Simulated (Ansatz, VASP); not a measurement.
Two plane-wave programs on Mg3ZrN

Contents of INCAR:

```
SYSTEM = Mg3ZrN
PREC     = Accurate       ! precision mode
ENCUT    = 520            ! plane-wave cutoff, eV
EDIFF    = 1E-7           ! SCF threshold, eV
ISMEAR   = 0              ! smearing method
SIGMA    = 0.1            ! smearing width, eV
LREAL    = .FALSE.        ! projectors in reciprocal space
LASPH    = .TRUE.         ! aspherical terms in the spheres
NELM     = 100            ! most SCF steps
ALGO     = Normal         ! electronic algorithm
ISIF     = 2              ! what is computed and relaxed
LWAVE    = .FALSE.        ! write WAVECAR
LCHARG   = .FALSE.        ! write CHGCAR
GGA      = PE             ! functional
NBANDS   = 20             ! bands
```

Contents of KPOINTS:

```
regular mesh
0
G
  6 6 2
  0 0 0
```

Contents of POSCAR:

```
Mg3ZrN
1.0
    3.4594675400      0.0000000000      0.0000000000
   -1.7297337700      2.9959867700      0.0000000000
    0.0000000000      0.0000000000      8.9970919700
Mg Zr N
3 1 1
Direct
    0.3333333300      0.6666666700      0.3864852200
    0.6666666700      0.3333333300      0.3864852200
    0.0000000000      0.0000000000      0.3870602500
    0.0000000000      0.0000000000      0.0405410300
    0.0000000000      0.0000000000      0.7997146200
```

Input for Ansatz:

```yaml
crystal:
  lattice:
    - [3.45946754, 0.0, 0.0]
    - [-1.72973377, 2.99598677, 0.0]
    - [0.0, 0.0, 8.99709197]
  atoms:
    - { symbol: Mg, position: [0.33333333, 0.66666667, 0.38648522] }
    - { symbol: Mg, position: [0.66666667, 0.33333333, 0.38648522] }
    - { symbol: Mg, position: [0.0, 0.0, 0.38706025] }
    - { symbol: Zr, position: [0.0, 0.0, 0.04054103] }
    - { symbol: "N", position: [0.0, 0.0, 0.79971462] }
basis:
  ecutwfc: 420
kpoints:
  mp_grid: { grid: [6, 6, 2] }
hamiltonian:
  xc: pbe
scf:
  occupations: { method: gaussian, width: 0.1 }
  lower_state_search: "off"
output:
  forces: true
  stress: true
  eigenvalues: true
```

Alike in both runs: task single point; functional PBE; k mesh 6 × 6 × 2; occupations gaussian, width 0.1 eV; no spin polarisation.

```csv
,VASP,Ansatz
version,VASP 6.6.1,Ansatz 0.2.0
potentials or method,"VASP PAW PBE potentials, release 64 (Mg, Zr_sv, N), cutoff 520 eV","scalar-relativistic, plane waves, PAW"
valence electrons in the cell,23,47
```

Ansatz gave:

* gap on the k mesh at the Fermi level (eV): none
* rms of the force components (eV/Å): 1.059

Q: Which values does VASP return?

A: gap on the k mesh at the Fermi level (eV): none; rms of the force components (eV/Å): 1.049.

Atom by atom the forces differ by 0.013 eV/Å (rms over components). A gap of «none» marks a metal or a gap that the smearing closes. VASP's potentials hold 23 valence electrons a cell and Ansatz's 47, so a difference there can come from the potentials and not from the codes.
